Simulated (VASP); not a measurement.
Set up this calculation in VASP 6.6.1, as the native input.

| Property | Result |
| --- | --- |
| Task | single point |
| Functional | r2SCAN |
| Potentials or basis | VASP PAW PBE potentials, release 64 (Zn, O, Hg) |
| Cutoff | 520 eV |
| k mesh | 6 × 6 × 4 |
| Occupations | fermi-dirac, width 0.02 eV |
| Spin | no spin polarisation |
| Dipole correction | no |
| Further INCAR settings | ALGO = Normal; EDIFF = 1e-06; NBANDS = 26 |

The system is ZnHgO2.

```
Zn O Hg
1.0
     3.25849    0.00000    0.00000
     0.00000    3.25849    0.00000
     0.00000    0.00000    5.08706
Zn O Hg
1 2 1
Cartesian
  0.0000 0.0000 0.0000
  0.0000 1.6292 1.0349
  1.6292 0.0000 4.0522
  1.6292 1.6292 2.5435
```

This cell differs from its parent crystal: volume changed by -6%.

One way to write it, as run:

POSCAR

```
ZnHgO2
1.0
    3.2584852089      0.0000000000      0.0000000000
    0.0000000000      3.2584852089      0.0000000000
    0.0000000000      0.0000000000      5.0870597866
Zn O Hg
1 2 1
Direct
    0.0000000000      0.0000000000      0.0000000000
    0.0000000000      0.5000000000      0.2034319238
    0.5000000000      0.0000000000      0.7965680762
    0.5000000000      0.5000000000      0.5000000000
```

INCAR.step1

```
SYSTEM = ZnHgO2
  ALGO = Normal
  EDIFF = 1E-4
  ENCUT = 520
  GGA = PE
  ISMEAR = -1
  LASPH = .True.
  LCHARG = .False.
  LREAL = .False.
  LWAVE = .True.
  NBANDS = 26
  NELM = 60
  PREC = Accurate
  SIGMA = 0.02
```

INCAR.step2

```
SYSTEM = ZnHgO2
  ALGO = Normal
  EDIFF = 1E-6
  ENCUT = 520
  ISIF = 2
  ISMEAR = -1
  ISTART = 1
  LASPH = .True.
  LCHARG = .True.
  LELF = .True.
  LMIXTAU = .True.
  LREAL = .False.
  LVHAR = .True.
  LWAVE = .False.
  METAGGA = R2SCAN
  NBANDS = 26
  NELM = 60
  PREC = Accurate
  SIGMA = 0.02
```

KPOINTS

```
k-points
0
Gamma
  6 6 4
  0 0 0
```

Potentials or basis: VASP PAW PBE potentials, release 64 (Zn, O, Hg).

Launch:

```sh
$ cat potpaw_PBE.64/Zn/POTCAR potpaw_PBE.64/O/POTCAR potpaw_PBE.64/Hg/POTCAR > POTCAR
$ cp INCAR.step1 INCAR
$ mpirun -np 1 vasp_std > vasp.out
$ cp INCAR.step2 INCAR
$ mpirun -np 1 vasp_std > vasp.out
```

Results of the run:

```yaml
Pressure: 10.4 GPa
Largest_force: 0.124 eV/Å
Band_gap_on_the_k_mesh: zero (filled and empty bands touch)
```

Caveat: the PAW data sets were made with another functional, which shifts forces and pressure a little; spin-orbit coupling is left out, which moves the levels of the heavy elements.

Wall time 87 s on 1 thread of AMD EPYC 9R45 96-Core Processor (Zen 5), with other jobs on the host, peak memory 0.17 GiB.
